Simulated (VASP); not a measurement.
# BN (F-43m) in VASP: single point with PBEsol

Aim: the single point of BN with PBEsol.

All numbers are computed with VASP 6.6.1; they aren't measurements. Logs are shortened: lines on timing, memory, paths and dates and some standing lists are left out, and cuts for length are marked.

## 1. The cell of the first run

Symmetry: F-43m, No. 216, cubic system. Conventional cell: a = 3.616 Å, b = 3.616 Å, c = 3.616 Å, α = 90.00°, β = 90.00°, γ = 90.00°. B (site symmetry -43m) has 4 N at 1.57 Å within 2.1 Å. Within 2.1 Å of N (site symmetry -43m) lie 4 B at 1.57 Å.

## 2. Single point, PBEsol

INCAR

```
SYSTEM = BN
ALGO = Normal
EDIFF = 1E-6
ENCUT = 600
GGA = PS
GGA_COMPAT = .False.
ISIF = 2
ISMEAR = 0
LASPH = .True.
LCHARG = .True.
LELF = .True.
LREAL = .False.
LVHAR = .True.
LWAVE = .False.
NBANDS = 11
NELM = 120
PREC = Accurate
SIGMA = 0.01
```

KPOINTS

```
k-points
0
Gamma
  10 10 10
  0 0 0
```

POSCAR

```
BN
1.0
    0.0000000000      1.8080000000      1.8080000000
    1.8080000000      0.0000000000      1.8080000000
    1.8080000000      1.8080000000      0.0000000000
B N
1 1
Direct
    0.0000000000      0.0000000000      0.0000000000
    0.2500000000      0.2500000000      0.2500000000
```

Potentials or basis: VASP PAW PBE potentials, release 64 (B, N).

The run is started by

```bash
cat potpaw_PBE.64/B/POTCAR potpaw_PBE.64/N/POTCAR > POTCAR
mpirun -np 1 vasp_std > vasp.out
```

OUTCAR:

```text
SYSTEM = BN
   EDIFF = 1E-6
   ENCUT = 600
   GGA = PS
   ISIF = 2
   ISMEAR = 0
   LASPH = .True.
   LREAL = .False.
   NELM = 120
   PREC = Accurate

 ion  position               nearest neighbor table
   1  0.000  0.000  0.000-   2 1.57   2 1.57   2 1.57   2 1.57
   2  0.250  0.250  0.250-   1 1.57   1 1.57   1 1.57   1 1.57

  LATTYP: Found a face centered cubic cell.
 ALAT       =     3.6160000000

  Lattice vectors:

 A1 = (   0.0000000000,   1.8080000000,   1.8080000000)
 A2 = (   1.8080000000,   0.0000000000,   1.8080000000)
 A3 = (   1.8080000000,   1.8080000000,   0.0000000000)

Analysis of symmetry for initial positions (statically):
=====================================================================
 Subroutine PRICEL returns:
 Original cell was already a primitive cell.

 Routine SETGRP: Setting up the symmetry group for a
 face centered cubic supercell.

 Subroutine GETGRP returns: Found 24 space group operations
 (whereof 24 operations were pure point group operations)
 out of a pool of 48 trial point group operations.

The static configuration has the point symmetry T_d .

Analysis of symmetry for dynamics (positions and initial velocities):
=====================================================================
 Subroutine PRICEL returns:
 Original cell was already a primitive cell.

 Routine SETGRP: Setting up the symmetry group for a
 face centered cubic supercell.

 Subroutine GETGRP returns: Found 24 space group operations
 (whereof 24 operations were pure point group operations)
 out of a pool of 48 trial point group operations.

The dynamic configuration has the point symmetry T_d .

 Subroutine INISYM returns: Found 24 space group operations
 (whereof 24 operations are pure point group operations),
 and found     1 'primitive' translations

----------------------------------------------------------------------------------------

                                     Primitive cell

  volume of cell :      11.8202

  direct lattice vectors                    reciprocal lattice vectors
     0.000000000  1.808000000  1.808000000    -0.276548673  0.276548673  0.276548673
     1.808000000  0.000000000  1.808000000     0.276548673 -0.276548673  0.276548673
     1.808000000  1.808000000  0.000000000     0.276548673  0.276548673 -0.276548673

  length of vectors
     2.556898121  2.556898121  2.556898121     0.478996352  0.478996352  0.478996352

  position of ions in fractional coordinates (direct lattice)
     0.000000000  0.000000000  0.000000000
     0.250000000  0.250000000  0.250000000

[... 85 lines left out ...]
   TEBEG  =    0.0;   TEEND  =   0.0 temperature during run
   PSTRESS=    0.0 pullay stress
   NELECT =       8.0000    total number of electrons
   NUPDOWN=      -1.0000    fix difference up-down
   EMIN   =  10.00;   EMAX   =-10.00  energy-range for DOS
   EFERMI =   0.00;   METHOD = LEGACY
   ISMEAR =     0;   SIGMA  =   0.01  broadening in eV -4-tet -1-fermi 0-gaus
   EFERMI_NEDOS =   21; number of points for ismear=-14 and -15
   IALGO  =     38    algorithm
   IMIX   =      4    mixing-type and parameters
     AMIX     =   0.40;   BMIX     =  1.00
     AMIX_MAG =   1.60;   BMIX_MAG =  1.00
  volume/ion in A,a.u.               =       5.91        39.88
  Fermi-wavevector in a.u.,A,eV,Ry     =   1.437352  2.716201 28.109366  2.065980
  Thomas-Fermi vector in A             =   2.556439
   LORBIT       =      0    0 simple, 1 ext, 2 COOP (PROOUT), +10 PAW based schemes
   GGA     = PS    functional components
   LHFCALC =     F    Hartree Fock is set to
   AEXX    =    0.0000 exact exchange contribution
   IVDW    =     0    specifies the selected vdW correction
   LEPSILON=     F    determine dielectric tensor
   LRPA    =     F    only Hartree local field effects (RPA)
 non-spin polarized calculation
 Gauss-broadening in eV      SIGMA  =   0.01
  energy-cutoff  :      600.00
  volume of cell :       11.82
 maximum number of plane-waves:       411
   NGX = 11   NGY = 11   NGZ = 11

 number of electron       7.9999999 magnetization

 Free energy of the ion-electron system (eV)
  ---------------------------------------------------
  ext. energy  EPLUGINS =         0.00000000
  ---------------------------------------------------
  free energy    TOTEN  =       -18.35014485 eV

  energy without entropy =      -18.35014485  energy(sigma->0) =      -18.35014485

 E-fermi :   7.4746     XC(G=0): -13.0122

 val. band max:        7.3521488143   @ k =   0.0000   0.0000   0.0000
 cond. band min:      11.6282248042   @ k =   0.5000   0.5000   0.0000
 fundamental gap:      4.2760759898
 Fermi energy:         7.4746010638

 k-point     1 :       0.0000    0.0000    0.0000
  band No.  band energies     occupation
      1     -12.8913      2.00000
      2       7.3521      2.00000
      3       7.3521      2.00000
      4       7.3521      2.00000
      5      16.1099      0.00000
      6      16.1099      0.00000
      7      16.1099      0.00000
      8      17.6071      0.00000
      9      31.8470      0.00000
     10      35.0295      0.00000
     11      35.0295      0.00000
[... 309 lines left out ...]
 k-point    24 :       0.4000    0.3000    0.0000
  band No.  band energies     occupation
      1      -9.0903      2.00000
      2       0.5577      2.00000
      3       2.8075      2.00000
      4       3.2522      2.00000
      5      13.2982      0.00000
      6      17.8450      0.00000
      7      22.7723      0.00000
      8      22.8708      0.00000
      9      26.8811      0.00000
     10      34.3054      0.00000
     11      38.9895      0.00000

 [... further k-points ...]

------------------------ aborting loop because EDIFF is reached ----------------------------------------

  FORCE on cell =-STRESS in cart. coord.  units (eV):
  Direction    XX          YY          ZZ          XY          YZ          ZX
  --------------------------------------------------------------------------------------
  -------------------------------------------------------------------------------------
  Total       -0.2177992     -0.2177992     -0.2177992      0.0000000      0.0000000     -0.0000000
  in kB      -29.5217129    -29.5217129    -29.5217129      0.0000000      0.0000000     -0.0000000
  external PRESSURE =     -29.5217129 kB  Pullay stress =       0.0000000 kB

 VOLUME and BASIS-vectors are now :
 -----------------------------------------------------------------------------
  energy-cutoff  :      600.00
  volume of cell :       11.82
      direct lattice vectors                 reciprocal lattice vectors
     0.000000000  1.808000000  1.808000000    -0.276548673  0.276548673  0.276548673
     1.808000000  0.000000000  1.808000000     0.276548673 -0.276548673  0.276548673
     1.808000000  1.808000000  0.000000000     0.276548673  0.276548673 -0.276548673

 POSITION                                       TOTAL-FORCE (eV/Angst)
 -----------------------------------------------------------------------------------
      0.00000      0.00000      0.00000         0.000000     -0.000000      0.000000
      0.90400      0.90400      0.90400        -0.000000      0.000000     -0.000000
 -----------------------------------------------------------------------------------
    total drift:                                0.000000      0.000000      0.000000

  FREE ENERGIE OF THE ION-ELECTRON SYSTEM (eV)
  ---------------------------------------------------
  free  energy   TOTEN  =       -18.3501448453 eV

  energy  without entropy=      -18.3501448453  energy(sigma->0) =      -18.35014485
```

Run time: 12 s. Hardware: 1 thread of Intel Xeon 8259CL, shared host; peak memory 0.12 GiB.

What came out:

```
Free energy            : -18.3501 eV
Pressure               : -3.0 GPa
Band gap on the k mesh : 4.28 eV (least direct gap 8.76 eV)
```

Caveat: the PAW data sets were made with another functional, which shifts forces and pressure a little. A k mesh can miss the band edges.
